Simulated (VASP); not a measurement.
# Al (Im-3m) in VASP: further runs

Al is run at these levels: PBE; tasks: single point.

Everything below comes from runs of VASP 6.6.1. Logs are shortened: lines on timing, memory, paths and dates and some standing lists are left out, and cuts for length are marked.

## (1) The cell of the first run

It takes space group Im-3m (No. 229, cubic). The conventional cell has a = 3.117 Å, b = 3.117 Å, c = 3.117 Å, α = 90.00°, β = 90.00°, γ = 90.00°. Within 3.6 Å of Al (site symmetry m-3m) lie 14 Al at 2.70 to 3.12 Å.

## (2) Single point, PBE, collinear spin, ferromagnetic start (volume scaled by 0.94)

Contents of INCAR:

```
SYSTEM = Al
PREC = Accurate
ENCUT = 520
EDIFF = 1E-6
ISMEAR = -1
SIGMA = 0.1
LREAL = .False.
LASPH = .True.
NELM = 150
ALGO = Normal
ISIF = 2
LWAVE = .False.
LCHARG = .True.
ISPIN = 2
MAGMOM = 1
LORBIT = 11
NUPDOWN = 1.0
GGA = PE
LELF = .True.
LVHAR = .True.
NBANDS = 12
```

Contents of KPOINTS:

```
regular mesh
0
Gamma
  12 12 12
  0 0 0
```

Contents of POSCAR:

```
Al
1.0
   -1.5587357247      1.5587357247      1.5587357247
    1.5587357247     -1.5587357247      1.5587357247
    1.5587357247      1.5587357247     -1.5587357247
Al
1
Direct
    0.0000000000      0.0000000000      0.0000000000
```

Potentials or basis: VASP PAW PBE potentials, release 64 (Al).

Run with:

```sh
cat potpaw_PBE.64/Al/POTCAR > POTCAR
mpirun -np 1 vasp_std > vasp.out
```

OUTCAR:

```text
SYSTEM = Al
   PREC = Accurate
   ENCUT = 520
   EDIFF = 1E-6
   ISMEAR = -1
   LREAL = .False.
   LASPH = .True.
   NELM = 150
   ISIF = 2
   ISPIN = 2
   LORBIT = 11
   NUPDOWN = 1.0
   GGA = PE

 ion  position               nearest neighbor table
   1  0.000  0.000  0.000-

  LATTYP: Found a body centered cubic cell.
 ALAT       =     3.1174714494

  Lattice vectors:

 A1 = (  -1.5587357247,   1.5587357247,   1.5587357247)
 A2 = (   1.5587357247,  -1.5587357247,   1.5587357247)
 A3 = (   1.5587357247,   1.5587357247,  -1.5587357247)

Analysis of symmetry for initial positions (statically):
=====================================================================
 Subroutine PRICEL returns:
 Original cell was already a primitive cell.

 Routine SETGRP: Setting up the symmetry group for a
 body centered cubic supercell.

 Subroutine GETGRP returns: Found 48 space group operations
[... 9 lines left out ...]

 Routine SETGRP: Setting up the symmetry group for a
 body centered cubic supercell.

 Subroutine GETGRP returns: Found 48 space group operations
 (whereof 48 operations were pure point group operations)
 out of a pool of 48 trial point group operations.

The dynamic configuration has the point symmetry O_h .

Analysis of structural, dynamic, and magnetic symmetry:
=====================================================================
 Subroutine PRICEL returns:
 Original cell was already a primitive cell.

 Routine SETGRP: Setting up the symmetry group for a
 body centered cubic supercell.

 Subroutine GETGRP returns: Found 48 space group operations
 (whereof 48 operations were pure point group operations)
 out of a pool of 48 trial point group operations.

The overall configuration has the point symmetry O_h .

 Subroutine INISYM returns: Found 48 space group operations
[... 5 lines left out ...]
                                     Primitive cell

  volume of cell :      15.1488

  direct lattice vectors                    reciprocal lattice vectors
    -1.558735725  1.558735725  1.558735725     0.000000000  0.320772785  0.320772785
     1.558735725 -1.558735725  1.558735725     0.320772785  0.000000000  0.320772785
     1.558735725  1.558735725 -1.558735725     0.320772785  0.320772785  0.000000000

  length of vectors
     2.699809471  2.699809471  2.699809471     0.453641223  0.453641223  0.453641223

  position of ions in fractional coordinates (direct lattice)
     0.000000000  0.000000000  0.000000000

  ion indices of the primitive-cell ions
   primitive index   ion index
                 1           1

----------------------------------------------------------------------------------------

 KPOINTS: regular mesh
[... 95 lines left out ...]
   AEXX    =    0.0000 exact exchange contribution
   IVDW    =     0    specifies the selected vdW correction
   LEPSILON=     F    determine dielectric tensor
   LRPA    =     F    only Hartree local field effects (RPA)
 spin polarized calculation
  energy-cutoff  :      520.00
  volume of cell :       15.15
 maximum number of plane-waves:       420
   NGX =  9   NGY =  9   NGZ =  9

 number of electron       3.0000000 magnetization       1.0000000

 Free energy of the ion-electron system (eV)
  ---------------------------------------------------
  ext. energy  EPLUGINS =         0.00000000
  ---------------------------------------------------
  free energy    TOTEN  =        -2.64847062 eV

  energy without entropy =       -2.63701465  energy(sigma->0) =       -2.64274264

 E-fermi :   6.8455     XC(G=0): -10.4576

 val. band max:       10.7188196856   @ k =  -0.4167   0.4167   0.4167
 cond. band min:       6.8469175147   @ k =  -0.4167  -0.4167   0.0833
 fundamental gap:     -3.8719021708
 Fermi energy:        10.7299649202

 spin component 1

 k-point     1 :       0.0000    0.0000    0.0000
  band No.  band energies     occupation
      1      -3.3911      1.00000
      2      22.1043      0.00000
      3      22.1043      0.00000
      4      22.1043      0.00000
      5      24.4477      0.00000
      6      24.4477      0.00000
      7      24.4477      0.00000
      8      25.3948      0.00000
      9      25.3948      0.00000
     10      27.5759      0.00000
     11      27.5759      0.00000
     12      27.5759      0.00000
[... 333 lines left out ...]
      1       4.0837      1.00000
      2       4.8039      1.00000
      3      13.4219      0.00000
      4      14.4944      0.00000
      5      23.0617      0.00000
      6      23.7802      0.00000
      7      30.3358      0.00000
      8      31.9453      0.00000
      9      33.7708      0.00000
     10      34.6486      0.00000
     11      37.6901      0.00000
     12      43.4141      0.00000

 [... further k-points ...]

 spin component 2

 k-point     1 :       0.0000    0.0000    0.0000
  band No.  band energies     occupation
      1      -2.1188      1.00000
      2      23.4906      0.00000
      3      23.4906      0.00000
      4      23.4906      0.00000
      5      25.4952      0.00000
      6      25.4952      0.00000
      7      25.4952      0.00000
      8      26.5382      0.00000
      9      26.5382      0.00000
     10      28.9119      0.00000
     11      28.9119      0.00000
     12      28.9119      0.00000
[... 333 lines left out ...]
      1       5.3759      1.00000
      2       6.0522      0.99964
      3      14.7218      0.00000
      4      15.7095      0.00000
      5      24.2831      0.00000
      6      24.9383      0.00000
      7      31.5112      0.00000
      8      33.0433      0.00000
      9      34.8851      0.00000
     10      35.9321      0.00000
     11      38.7273      0.00000
     12      44.7021      0.00000

 [... further k-points ...]
[... 5 lines left out ...]
  --------------------------------------------------------------------------------------
  -------------------------------------------------------------------------------------
  Total        1.6832001      1.6832001      1.6832001     -0.0000000      0.0000000      0.0000000
  in kB      178.0200261    178.0200261    178.0200261     -0.0000000      0.0000000      0.0000000
  external PRESSURE =     178.0200261 kB  Pullay stress =       0.0000000 kB

 VOLUME and BASIS-vectors are now :
 -----------------------------------------------------------------------------
  energy-cutoff  :      520.00
  volume of cell :       15.15
      direct lattice vectors                 reciprocal lattice vectors
    -1.558735725  1.558735725  1.558735725     0.000000000  0.320772785  0.320772785
     1.558735725 -1.558735725  1.558735725     0.320772785  0.000000000  0.320772785
     1.558735725  1.558735725 -1.558735725     0.320772785  0.320772785  0.000000000

 POSITION                                       TOTAL-FORCE (eV/Angst)
 -----------------------------------------------------------------------------------
      0.00000      0.00000      0.00000         0.000000      0.000000      0.000000
 -----------------------------------------------------------------------------------
    total drift:                                0.000000      0.000000      0.000000

  FREE ENERGIE OF THE ION-ELECTRON SYSTEM (eV)
  ---------------------------------------------------
  free  energy   TOTEN  =        -2.6484706178 eV

  energy  without entropy=       -2.6370146538  energy(sigma->0) =       -2.64274264

 total charge

# of ion       s       p       d       tot
------------------------------------------
    1        0.435   0.369   0.000   0.805

 magnetization (x)

# of ion       s       p       d       tot
------------------------------------------
    1        0.102   0.156   0.000   0.258
```

It took 12 s on 1 thread of Intel Xeon 6975P-C (Granite Rapids), shared host; peak memory 0.13 GiB.

What came out:

- Free energy: -2.6485 eV
- Pressure: 17.8 GPa
- Net moment: 1.00 μB per cell
- Site moments: Al +0.26 μB
- Valence electrons inside the program's atomic spheres: Al 0.81

Caveat: the total moment is fixed, so each spin has its own Fermi level.

## (3) Single point, PBE, collinear spin, ferromagnetic start (volume scaled by 0.96)

Contents of INCAR:

```
PREC = Accurate
ENCUT = 520
EDIFF = 1E-6
ISMEAR = -1
SIGMA = 0.1
LREAL = False
LASPH = True
NELM = 150
ALGO = Fast
ISIF = 2
LWAVE = False
LCHARG = False
ISPIN = 2
MAGMOM = 1
LORBIT = 11
NUPDOWN = 1.0
GGA = PE
NBANDS = 12
```

Contents of KPOINTS:

```
regular mesh
0
Gamma
  12 12 12
```

Contents of POSCAR:

```
Al
1.0
   -1.5697130985      1.5697130985      1.5697130985
    1.5697130985     -1.5697130985      1.5697130985
    1.5697130985      1.5697130985     -1.5697130985
Al
1
Direct
    0.0000000000      0.0000000000      0.0000000000
```

Potentials or basis: VASP PAW PBE potentials, release 64 (Al).

Run with:

```sh
cat potpaw_PBE.64/Al/POTCAR > POTCAR
mpirun -np 1 vasp_std > vasp.out
```

Wall time 12 s (1 thread of Intel Xeon 6975P-C (Granite Rapids), shared host); peak memory 0.13 GiB.

It converged, with:

```
Free energy                                           : -2.6817 eV
Pressure                                              : 15.3 GPa
Net moment                                            : 1.00 μB per cell
Site moments                                          : Al +0.26 μB
Valence electrons inside the program's atomic spheres : Al 0.80
```

Caveat: the total moment is fixed, so each spin has its own Fermi level.
